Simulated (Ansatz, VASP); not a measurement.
**One calculation of BN, two programs**

File INCAR:

```
SYSTEM = BN
PREC = Accurate
ENCUT = 600
EDIFF = 1E-6
ISMEAR = 0
SIGMA = 0.02
LREAL = .FALSE.
LASPH = .TRUE.
NELM = 120
ALGO = Normal
ISIF = 2
LWAVE = .FALSE.
LCHARG = .FALSE.
GGA = PE
NBANDS = 11
GGA_COMPAT = .FALSE.
```

Contents of KPOINTS:

```
Automatic mesh
0
G
  12 12 12
  0 0 0
```

POSCAR

```
BN
1.0
    0.0000000000      1.8821125981      1.9365026281
    1.8821125981      0.0000000000      1.9365026281
    1.8821125981      1.8821125981      0.0000000000
B N
1 1
Direct
    0.0000000000      0.0000000000      0.0000000000
    0.7500000000      0.7500000000      0.7500000000
```

Input for Ansatz:

```yaml
crystal:
  lattice:
    - [0.0, 1.8821125981, 1.9365026281]
    - [1.8821125981, 0.0, 1.9365026281]
    - [1.8821125981, 1.8821125981, 0.0]
  atoms:
    - { symbol: B, position: [0.0, 0.0, 0.0] }
    - { symbol: "N", position: [0.75, 0.75, 0.75] }
basis:
  ecutwfc: 420
kpoints:
  mp_grid: { grid: [12, 12, 12] }
hamiltonian:
  xc: pbe
scf:
  occupations: { method: gaussian, width: 0.02 }
output:
  forces: true
  stress: true
  eigenvalues: true
```

Alike in both runs: task single point; functional PBE; k mesh 12 × 12 × 12; occupations gaussian, width 0.02 eV; no spin polarisation.

|  | VASP | Ansatz |
| --- | --- | --- |
| version | VASP 6.6.1 | Ansatz 0.2.0 |
| potentials or method | VASP PAW PBE potentials, release 64 (B, N), cutoff 600 eV | scalar-relativistic, plane waves, PAW |
| valence electrons in the cell | 8 | 8 |

VASP gave:

* gap on the k mesh at the Fermi level (eV): 4.06
* least direct gap on the mesh (eV): 7.92
* pressure (GPa): -40.7
* traceless stress, the component that is largest in VASP (GPa): -10.44

Estimate Ansatz's values.

gap on the k mesh at the Fermi level (eV): 4.07; least direct gap on the mesh (eV): 7.90; pressure (GPa): -40.4; traceless stress, the component that is largest in VASP (GPa): -10.43.

Both programs put the cell under strong tension, so it lies far from rest at this level. The functional is the same, so the differences come from potentials, cutoffs and numerics.

Noted on VASP's run: the cell as given lies far from equilibrium.
